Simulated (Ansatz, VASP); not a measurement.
# Tl in VASP and in Ansatz

File INCAR:

```
AGGAC = 1.0
AGGAX = 1.0
ALDAC = 0.0
ALDAX = 1.0
ALGO = Normal
EDIFF = 1E-6
ENCUT = 520
GGA = B5
ISIF = 2
ISMEAR = -1
LASPH = True
LCHARG = True
LELF = True
LREAL = False
LVHAR = True
LWAVE = False
NBANDS = 34
NELM = 100
PREC = Accurate
SIGMA = 0.1
```

The input KPOINTS:

```
k-points
0
Gamma
  11 11 3
```

Contents of POSCAR:

```
Tl
1.0
    3.5681847034      0.0000000000      0.0000000000
   -1.7840923517      3.0901385986      0.0000000000
    0.0000000000      0.0000000000     11.2909645313
Tl
4
Direct
    0.0000000000      0.0000000000      0.0000000000
    0.0000000000      0.0000000000      0.5000000000
    0.3333333333      0.6666666667      0.2500000000
    0.6666666667      0.3333333333      0.7500000000
```

Input for Ansatz:

```yaml
crystal:
  lattice:
    - [3.5681847034, 0.0, 0.0]
    - [-1.7840923517, 3.0901385986, 0.0]
    - [0.0, 0.0, 11.2909645313]
  atoms:
    - { symbol: Tl, position: [0.0, 0.0, 0.0] }
    - { symbol: Tl, position: [0.0, 0.0, 0.5] }
    - { symbol: Tl, position: [0.3333333333, 0.6666666667, 0.25] }
    - { symbol: Tl, position: [0.6666666667, 0.3333333333, 0.75] }
hamiltonian:
  xc: blyp
  pseudopotentials:
    kind: paw
    azcp:
      Tl: "pseudopotentials/Tl.paw.azcp"
basis:
  ecutwfc: 420
  fft_grid_basis: typed
kpoints:
  mp_grid: { grid: [11, 11, 3], shift: [0, 0, 0] }
magnetization:
  spin_polarized: false
scf:
  occupations: { method: fermi_dirac, width: 0.1 }
  lower_state_search: "off"
output:
  stress: true
  write_density: true
  write_potential: true
  elf: true
  volumetric_format: npy
```

Alike in both runs: task single point; functional BLYP; k mesh 11 × 11 × 3; occupations fermi-dirac, width 0.1 eV; no spin polarisation.

```csv
,VASP,Ansatz
version,VASP 6.6.1,Ansatz 0.2.0
potentials or method,"VASP PAW PBE potentials, release 64 (Tl_d), cutoff 520 eV","plane waves (420 eV) with PAW, scalar-relativistic"
valence electrons in the cell,52,52
```

VASP gave:

| Property | Result |
| --- | --- |
| pressure (GPa) | 3.3 |
| traceless stress, the component that is largest in VASP (GPa) | 0.33 |

**Question.** Which values does Ansatz return?

**Answer.** Pressure (GPa): 3.3; traceless stress, the component that is largest in VASP (GPa): 0.31.

VASP's potentials were made for PBE, not for BLYP.

Neither program's run includes spin-orbit coupling.
